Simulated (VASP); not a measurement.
Runs of VASP 6.6.1 on Cr. The structure is that of space group P6_3/mmc (No. 194), or close to it. The cells are those of the table. This isn't the form of Cr at room conditions, which is bcc.

```tsv
task	cell	k mesh	cutoff (eV)	gap on the mesh (eV)	pressure (GPa)
single point	a = 2.490, b = 2.490, c = 4.445 Å, angles 90.0, 90.0, 120.0°, 2 atoms	14 × 14 × 8	520	none	-0.4
single point	a = 2.386, b = 2.386, c = 4.260 Å, angles 90.0, 90.0, 120.0°, 2 atoms	24 × 24 × 12	520	none	(a)
single point	a = 2.490, b = 2.490, c = 4.445 Å, angles 90.0, 90.0, 120.0°, 2 atoms	24 × 24 × 12	520	none	-0.4
single point	a = 2.456, b = 2.456, c = 4.385 Å, angles 90.0, 90.0, 120.0°, 2 atoms	24 × 24 × 12	520	none	10.0
single point	a = 2.522, b = 2.522, c = 4.504 Å, angles 90.0, 90.0, 120.0°, 2 atoms	24 × 24 × 12	520	none	-8.8
single point	a = 2.421, b = 2.421, c = 4.323 Å, angles 90.0, 90.0, 120.0°, 2 atoms	24 × 24 × 12	520	none	22.8
relaxation of cell and atoms	relaxed from a = 2.569, b = 2.569, c = 4.196 Å, angles 90.0, 90.0, 120.0°, 2 atoms	14 × 14 × 8	600	none	0.0
```

Alike in all rows: level PBE; potentials or basis VASP PAW PBE potentials, release 64 (Cr_pv); no spin polarisation; smearing fermi-dirac 0.1 eV.

Q: Estimate the missing entries.

A: (a) 38.6.

Caveats: the run has no spin polarisation, though such a crystal can be magnetic; the cell stands under pressure (at least some runs); the cell stands under tension (at least some runs).

A gap of «none» marks levels without a gap at the run's occupations.
